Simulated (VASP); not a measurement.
# Si3Au (Fm-3m) in VASP: single point with r2SCAN

Aim: the single point of Si3Au with r2SCAN.

Everything below comes from runs of VASP 6.6.1. Logs are shortened: lines on timing, memory, paths and dates and some standing lists are left out, and cuts for length are marked.

## Step 1: The cell of the first run

It takes space group Fm-3m (No. 225, cubic). Conventional cell: a = 6.408 Å, b = 6.408 Å, c = 6.408 Å, α = 90.00°, β = 90.00°, γ = 90.00°. Si (site symmetry m-3m) has 8 Si at 2.77 Å and 6 Au at 3.20 Å within 3.7 Å. Si (site symmetry -43m) has 10 Si at 2.77 to 3.20 Å and 4 Au at 2.77 Å within 3.7 Å. Au (site symmetry m-3m) has 14 Si at 2.77 to 3.20 Å within 3.7 Å.

## Step 2: Single point, r2SCAN, non-collinear spin, zero start, spin-orbit coupling

The input, POSCAR:

```
Si3Au
1.0
    0.0000000000      3.2039900000      3.2039900000
    3.2039900000      0.0000000000      3.2039900000
    3.2039900000      3.2039900000      0.0000000000
Si Au
3 1
Direct
    0.5000000000      0.5000000000      0.5000000000
    0.2500000000      0.2500000000      0.2500000000
    0.7500000000      0.7500000000      0.7500000000
    0.0000000000      0.0000000000      0.0000000000
```

The input, INCAR.step1:

```
SYSTEM = Si3Au
PREC = Accurate ; ENCUT = 520
ISMEAR = -1 ; SIGMA = 0.05
LREAL = .False. ; LASPH = .True.
NELM = 150 ; MAGMOM = 0 0 0 0 0 0 0 0 0 0 0 0
LSORBIT = .True. ; GGA_COMPAT = .False.
LMAXMIX = 4 ; NBANDS = 37
GGA = PE ; ALGO = Normal
EDIFF = 1E-4 ; LWAVE = .True.
LCHARG = .False.
```

The input, INCAR.step2:

```
SYSTEM = Si3Au
PREC = Accurate ; ENCUT = 520
EDIFF = 1E-6 ; ISMEAR = -1
SIGMA = 0.05 ; LREAL = .False.
LASPH = .True. ; NELM = 150
ALGO = Normal ; ISIF = 2
LWAVE = .False. ; LCHARG = .False.
MAGMOM = 0 0 0 0 0 0 0 0 0 0 0 0 ; LORBIT = 11
LSORBIT = .True. ; GGA_COMPAT = .False.
LORBMOM = .True. ; LMAXMIX = 4
METAGGA = R2SCAN ; LMIXTAU = .True.
NBANDS = 37 ; ISTART = 1
```

The input, KPOINTS:

```
Automatic mesh
0
Gamma
  5 5 5
  0 0 0
```

Potentials or basis: VASP PAW PBE potentials, release 64 (Si, Au).

Launch:

```console
$ cat potpaw_PBE.64/Si/POTCAR potpaw_PBE.64/Au/POTCAR > POTCAR
$ cp INCAR.step1 INCAR
$ mpirun -np 1 vasp_ncl > vasp.out
$ cp INCAR.step2 INCAR
$ mpirun -np 1 vasp_ncl > vasp.out
```

OUTCAR:

```text
SYSTEM = Si3Au
   PREC = Accurate
   ENCUT = 520
   EDIFF = 1E-6
   ISMEAR = -1
   LREAL = .False.
   LASPH = .True.
   NELM = 150
   ISIF = 2
   LORBIT = 11
   LSORBIT = .True.
   METAGGA = R2SCAN
   ISTART = 1

 ion  position               nearest neighbor table
   1  0.500  0.500  0.500-   2 2.77   2 2.77   2 2.77   2 2.77   3 2.77   3 2.77   3 2.77   3 2.77
                             4 3.20   4 3.20   4 3.20   4 3.20   4 3.20   4 3.20
   2  0.250  0.250  0.250-   4 2.77   4 2.77   4 2.77   1 2.77   4 2.77   1 2.77   1 2.77   1 2.77

   3  0.750  0.750  0.750-   1 2.77   1 2.77   1 2.77   1 2.77   4 2.77   4 2.77   4 2.77   4 2.77

   4  0.000  0.000  0.000-   3 2.77   3 2.77   3 2.77   2 2.77   3 2.77   2 2.77   2 2.77   2 2.77
                             1 3.20   1 3.20   1 3.20   1 3.20   1 3.20   1 3.20

  LATTYP: Found a face centered cubic cell.
 ALAT       =     6.4079800000

  Lattice vectors:

 A1 = (   0.0000000000,   3.2039900000,   3.2039900000)
 A2 = (   3.2039900000,   0.0000000000,   3.2039900000)
 A3 = (   3.2039900000,   3.2039900000,   0.0000000000)

Analysis of symmetry for initial positions (statically):
=====================================================================
 Subroutine PRICEL returns:
 Original cell was already a primitive cell.

 Routine SETGRP: Setting up the symmetry group for a
 face centered cubic supercell.

 Subroutine GETGRP returns: Found 48 space group operations
 (whereof 48 operations were pure point group operations)
 out of a pool of 48 trial point group operations.

The static configuration has the point symmetry O_h .

Analysis of symmetry for dynamics (positions and initial velocities):
=====================================================================
 Subroutine PRICEL returns:
 Original cell was already a primitive cell.

 Routine SETGRP: Setting up the symmetry group for a
 face centered cubic supercell.

 Subroutine GETGRP returns: Found 48 space group operations
 (whereof 48 operations were pure point group operations)
 out of a pool of 48 trial point group operations.

The dynamic configuration has the point symmetry O_h .

Analysis of structural, dynamic, and magnetic symmetry:
=====================================================================
 Subroutine PRICEL returns:
 Original cell was already a primitive cell.

 Routine SETGRP: Setting up the symmetry group for a
 face centered cubic supercell.

 Subroutine GETGRP returns: Found 48 space group operations
 (whereof 48 operations were pure point group operations)
 out of a pool of 48 trial point group operations.

The overall configuration has the point symmetry O_h .

 Subroutine INISYM returns: Found 48 space group operations
 (whereof 48 operations are pure point group operations),
 and found     1 'primitive' translations

----------------------------------------------------------------------------------------

                                     Primitive cell

  volume of cell :      65.7815

  direct lattice vectors                    reciprocal lattice vectors
     0.000000000  3.203990000  3.203990000    -0.156055418  0.156055418  0.156055418
     3.203990000  0.000000000  3.203990000     0.156055418 -0.156055418  0.156055418
     3.203990000  3.203990000  0.000000000     0.156055418  0.156055418 -0.156055418

  length of vectors
     4.531126112  4.531126112  4.531126112     0.270295913  0.270295913  0.270295913

  position of ions in fractional coordinates (direct lattice)
     0.500000000  0.500000000  0.500000000
     0.250000000  0.250000000  0.250000000
     0.750000000  0.750000000  0.750000000
     0.000000000  0.000000000  0.000000000

  ion indices of the primitive-cell ions
   primitive index   ion index
                 1           1
                 2           2
                 3           3
                 4           4

----------------------------------------------------------------------------------------

 KPOINTS: Automatic mesh

Automatic generation of k-mesh.
 Grid dimensions read from file:
 generate k-points for:    5    5    5

 Generating k-lattice:

  Cartesian coordinates                     Fractional coordinates (reciprocal lattice)
    -0.031211084  0.031211084  0.031211084     0.200000000  0.000000000  0.000000000
     0.031211084 -0.031211084  0.031211084     0.000000000  0.200000000  0.000000000
     0.031211084  0.031211084 -0.031211084     0.000000000  0.000000000  0.200000000

  Length of vectors
     0.054059183  0.054059183  0.054059183

  Shift w.r.t. Gamma in fractional coordinates (k-lattice)
[... 54 lines left out ...]
   IALGO  =     38    algorithm
   IMIX   =      4    mixing-type and parameters
     AMIX     =   0.40;   BMIX     =  1.00
     AMIX_MAG =   1.60;   BMIX_MAG =  1.00
  volume/ion in A,a.u.               =      16.45       110.98
  Fermi-wavevector in a.u.,A,eV,Ry     =   1.153319  2.179458 18.097732  1.330146
  Thomas-Fermi vector in A             =   2.289964
   LORBIT       =     11    0 simple, 1 ext, 2 COOP (PROOUT), +10 PAW based schemes
   METAGGA = R2SCAN    functional components
   LHFCALC =     F    Hartree Fock is set to
   AEXX    =    0.0000 exact exchange contribution
   IVDW    =     0    specifies the selected vdW correction
   LEPSILON=     F    determine dielectric tensor
   LRPA    =     F    only Hartree local field effects (RPA)
  energy-cutoff  :      520.00
  volume of cell :       65.78
 maximum number of plane-waves:      3614
 NGX is ok and might be reduce to    36
   NGX = 17   NGY = 17   NGZ = 17

 number of electron      22.9999999 magnetization       0.0000000      0.0000000      0.0000000

 number of electron      22.9999999 magnetization       0.0000000     -0.0000000      0.0000000

 number of electron      22.9999999 magnetization      -0.0000000      0.0000000     -0.0000000

 Free energy of the ion-electron system (eV)
  ---------------------------------------------------
  ext. energy  EPLUGINS =         0.00000000
  ---------------------------------------------------
  free energy    TOTEN  =       -74.38292212 eV

  energy without entropy =      -74.37088487  energy(sigma->0) =      -74.37690350

 E-fermi :   9.1091     XC(G=0): -12.0557

 val. band max:        8.7944858452   @ k =   0.2000   0.0000   0.0000
 cond. band min:       9.1598278358   @ k =   0.4000   0.2000   0.0000
 fundamental gap:      0.3653419906
 Fermi energy:         9.1091151727

 k-point     1 :       0.0000    0.0000    0.0000
  band No.  band energies     occupation
      1      -4.5535      1.00000
      2      -4.5535      1.00000
      3       2.1004      1.00000
      4       2.1004      1.00000
      5       2.1004      1.00000
      6       2.1004      1.00000
[... 369 lines left out ...]
     34      15.1459      0.00000
     35      15.5169      0.00000
 [bands above 35 left out]

------------------------ aborting loop because EDIFF is reached ----------------------------------------

  FORCE on cell =-STRESS in cart. coord.  units (eV):
  Direction    XX          YY          ZZ          XY          YZ          ZX
  --------------------------------------------------------------------------------------
  -------------------------------------------------------------------------------------
  Total       -0.4102102     -0.4102102     -0.4102102      0.0000000      0.0000000     -0.0000000
  in kB       -9.9911071     -9.9911071     -9.9911071      0.0000000      0.0000000     -0.0000000
  external PRESSURE =      -9.9911071 kB  Pullay stress =       0.0000000 kB

 VOLUME and BASIS-vectors are now :
 -----------------------------------------------------------------------------
  energy-cutoff  :      520.00
  volume of cell :       65.78
      direct lattice vectors                 reciprocal lattice vectors
     0.000000000  3.203990000  3.203990000    -0.156055418  0.156055418  0.156055418
     3.203990000  0.000000000  3.203990000     0.156055418 -0.156055418  0.156055418
     3.203990000  3.203990000  0.000000000     0.156055418  0.156055418 -0.156055418

 POSITION                                       TOTAL-FORCE (eV/Angst)
 -----------------------------------------------------------------------------------
      3.20399      3.20399      3.20399         0.000000     -0.000000     -0.000000
      1.60200      1.60200      1.60200         0.000000      0.000000      0.000000
      4.80598      4.80598      4.80598        -0.000000     -0.000000     -0.000000
      0.00000      0.00000      0.00000         0.000000     -0.000000     -0.000000
 -----------------------------------------------------------------------------------
    total drift:                                0.000000      0.000000      0.000000

  FREE ENERGIE OF THE ION-ELECTRON SYSTEM (eV)
  ---------------------------------------------------
  free  energy   TOTEN  =       -74.3829221244 eV

  energy  without entropy=      -74.3708848705  energy(sigma->0) =      -74.37690350

 orbital moment (x)

 # of ion     p       d       tot
 ----------------------------------------
  1         0.000   0.000   0.000
  2        -0.000   0.000  -0.000
  3        -0.000   0.000  -0.000
  4         0.000  -0.000  -0.000
 ----------------------------------------
           -0.000  -0.000  -0.000

 orbital moment (y)

 # of ion     p       d       tot
 ----------------------------------------
  1         0.000   0.000   0.000
  2         0.000   0.000   0.000
  3        -0.000   0.000  -0.000
  4         0.000   0.000   0.000
 ----------------------------------------
           -0.000   0.000  -0.000

 orbital moment (z)

 # of ion     p       d       tot
 ----------------------------------------
  1         0.000   0.000   0.000
  2         0.000   0.000   0.000
  3         0.000   0.000   0.000
  4         0.000   0.000   0.000
 ----------------------------------------
            0.000   0.000   0.000

 Spin-Orbit-Coupling matrix elements

 Ion:    1  E_soc:     -0.0002029
 l=   1
     0.0000000    -0.0000338    -0.0000338
    -0.0000338     0.0000000    -0.0000338
    -0.0000338    -0.0000338     0.0000000
 l=   2
     0.0000000     0.0000000     0.0000000     0.0000000     0.0000000
     0.0000000     0.0000000     0.0000000     0.0000000     0.0000000
     0.0000000     0.0000000     0.0000000     0.0000000     0.0000000
     0.0000000     0.0000000     0.0000000     0.0000000     0.0000000
     0.0000000     0.0000000     0.0000000     0.0000000     0.0000000
 l=   3
     0.0000000     0.0000000     0.0000000     0.0000000     0.0000000     0.0000000     0.0000000
     0.0000000     0.0000000     0.0000000     0.0000000     0.0000000     0.0000000     0.0000000
     0.0000000     0.0000000     0.0000000     0.0000000     0.0000000     0.0000000     0.0000000
     0.0000000     0.0000000     0.0000000     0.0000000     0.0000000     0.0000000     0.0000000
[... 49 lines left out ...]
 l=   2
     0.0000000    -0.0144226     0.0000000    -0.0144226    -0.0526039
    -0.0144226     0.0000000    -0.0394529    -0.0144226    -0.0131510
     0.0000000    -0.0394529     0.0000000    -0.0394529     0.0000000
    -0.0144226    -0.0144226    -0.0394529     0.0000000    -0.0131510
    -0.0526039    -0.0131510     0.0000000    -0.0131510     0.0000000
 l=   3
     0.0000000     0.0000000     0.0000000     0.0000000     0.0000000     0.0000000     0.0000000
     0.0000000     0.0000000     0.0000000     0.0000000     0.0000000     0.0000000     0.0000000
     0.0000000     0.0000000     0.0000000     0.0000000     0.0000000     0.0000000     0.0000000
     0.0000000     0.0000000     0.0000000     0.0000000     0.0000000     0.0000000     0.0000000
     0.0000000     0.0000000     0.0000000     0.0000000     0.0000000     0.0000000     0.0000000
     0.0000000     0.0000000     0.0000000     0.0000000     0.0000000     0.0000000     0.0000000
     0.0000000     0.0000000     0.0000000     0.0000000     0.0000000     0.0000000     0.0000000

 total charge

# of ion       s       p       d       tot
------------------------------------------
    1        0.863   0.675   0.000   1.538
    2        0.889   0.640   0.000   1.528
    3        0.889   0.640   0.000   1.528
    4        0.650   0.413   8.663   9.726
--------------------------------------------------
tot          3.291   2.367   8.663  14.321

 magnetization (x)

# of ion       s       p       d       tot
------------------------------------------
    1        0.000   0.000   0.000   0.000
    2        0.000  -0.000   0.000  -0.000
    3        0.000  -0.000   0.000  -0.000
    4        0.000   0.000   0.000   0.000
--------------------------------------------------
tot          0.000  -0.000   0.000  -0.000

 magnetization (y)

# of ion       s       p       d       tot
------------------------------------------
    1        0.000  -0.000   0.000  -0.000
    2        0.000   0.000   0.000   0.000
    3        0.000   0.000   0.000   0.000
    4        0.000   0.000   0.000   0.000
--------------------------------------------------
tot          0.000  -0.000   0.000   0.000

 magnetization (z)

# of ion       s       p       d       tot
------------------------------------------
    1        0.000  -0.000   0.000  -0.000
    2        0.000   0.000   0.000   0.000
    3        0.000   0.000   0.000   0.000
    4       -0.000  -0.000   0.000   0.000
--------------------------------------------------
tot         -0.000  -0.000   0.000   0.000
```

It took 8.3 min on 1 thread of Oxide Virtual Turin-like, shared host; peak memory 0.43 GiB.

What came out:

```yaml
Free_energy: -74.3829 eV
Pressure: -1.0 GPa
Net_moment: 0.00 μB per cell
Valence_electrons_inside_the_program's_atomic_spheres: Si 1.54, 1.53 (each value once); Au 9.73
```

Moments on the atoms (μB; x, y, z):
```
Si  0.00 0.00 0.00
Si  0.00 0.00 0.00
Si  0.00 0.00 0.00
Au  0.00 0.00 0.00
```

Caveat: the PAW data sets were made with another functional, which shifts forces and pressure a little.
